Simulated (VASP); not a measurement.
Here is a VASP 6.6.1 calculation.

Contents of INCAR:

```
SYSTEM = AlB2P3
PREC = Accurate
ENCUT = 600
EDIFF = 1E-6
ISMEAR = 0
SIGMA = 0.1
LREAL = .False.
LASPH = .True.
NELM = 100
ALGO = Normal
ISIF = 3
LWAVE = .False.
LCHARG = .False.
GGA = PE
IBRION = 2
NSW = 90
EDIFFG = -0.04
```

KPOINTS

```
regular mesh
0
Gamma
  6 6 2
  0 0 0
```

POSCAR

```
AlB2P3
1.0
    3.5026149900      0.0000000000      0.0000000000
   -1.7513075000      3.0333535600      0.0000000000
    0.0000000000      0.0000000000      8.5796194900
Al B P
1 2 3
Direct
    0.3333333300      0.6666666700      0.6666666700
    0.0000000000      0.0000000000      0.0000000000
    0.6666666700      0.3333333300      0.3333333300
    0.0000000000      0.0000000000      0.2500000000
    0.6666666700      0.3333333300      0.5833333300
    0.3333333300      0.6666666700      0.9166666700
```

Potentials or basis: VASP PAW PBE potentials, release 64 (Al, B, P).

Command:

```console
$ cat potpaw_PBE.64/Al/POTCAR potpaw_PBE.64/B/POTCAR potpaw_PBE.64/P/POTCAR > POTCAR
$ mpirun -np 1 vasp_std > vasp.out
```

Task: What does it give for the space group after relaxing (to 0.05 Å)?

Result: P3m1 (No. 156).

Task: Estimate the relaxed cell.

Result: a = 3.417 Å, b = 3.417 Å, c = 8.638 Å, α = 90.00°, β = 90.00°, γ = 120.00°.

Task: What does it give for the relaxed volume?

Result: 14.55 Å³/atom.

Task: Estimate the band gap on the k mesh.

Result: 0.23 eV, indirect (least direct gap 1.49 eV).

Final structure:
```
Al B P
1.0
     3.41670    0.00000    0.00000
    -1.70835    2.95895    0.00000
     0.00000    0.00000    8.63808
Al B P
1 2 3
Cartesian
  0.0000 1.9726 5.7926
  0.0000 0.0000 0.1667
  1.7084 0.9863 2.7533
  -1.7084 2.9590 2.1352
  1.7084 0.9863 4.7274
  0.0000 1.9726 8.1795
```

A k mesh can miss the band edges.
